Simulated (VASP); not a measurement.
A run of VASP 6.6.1:

Contents of POSCAR:

```
Pt
1.0
    1.4199310067     -2.5507036531      0.0000000000
    1.4199310067      2.5507036531      0.0000000000
    0.0000000000      0.0000000000      4.8568390303
Pt
2
Direct
    0.6641465040      0.3358534960      0.2500000000
    0.3358534960      0.6641465040      0.7500000000
```

File INCAR.step1:

```
SYSTEM = Pt
PREC = Accurate
ENCUT = 520
ISMEAR = 0
SIGMA = 0.1
LREAL = .FALSE.
LASPH = .TRUE.
NELM = 60
NBANDS = 17
GGA = PE
ALGO = Normal
EDIFF = 1E-4
LWAVE = .TRUE.
LCHARG = .FALSE.
```

Contents of INCAR.step2:

```
SYSTEM = Pt
PREC = Accurate
ENCUT = 520
EDIFF = 1E-6
ISMEAR = 0
SIGMA = 0.1
LREAL = .FALSE.
LASPH = .TRUE.
NELM = 60
ALGO = Normal
ISIF = 2
LWAVE = .FALSE.
LCHARG = .TRUE.
METAGGA = R2SCAN
LMIXTAU = .TRUE.
LELF = .TRUE.
LVHAR = .TRUE.
NBANDS = 17
ISTART = 1
```

The input KPOINTS:

```
regular mesh
0
G
  8 8 4
  0 0 0
```

Potentials or basis: VASP PAW PBE potentials, release 64 (Pt).

Command:

```bash
$ cat potpaw_PBE.64/Pt/POTCAR > POTCAR
$ cp INCAR.step1 INCAR
$ mpirun -np 1 vasp_std > vasp.out
$ cp INCAR.step2 INCAR
$ mpirun -np 1 vasp_std > vasp.out
```

Hardware: 1 thread of Intel(R) Xeon(R) Platinum 8559C (Emerald Rapids), on a shared host.

Estimate the wall time of this run.

Run time: 56 s on 1 thread of Intel(R) Xeon(R) Platinum 8559C (Emerald Rapids), with other jobs on the host, peak memory 0.17 GiB. Counts: k points 63.
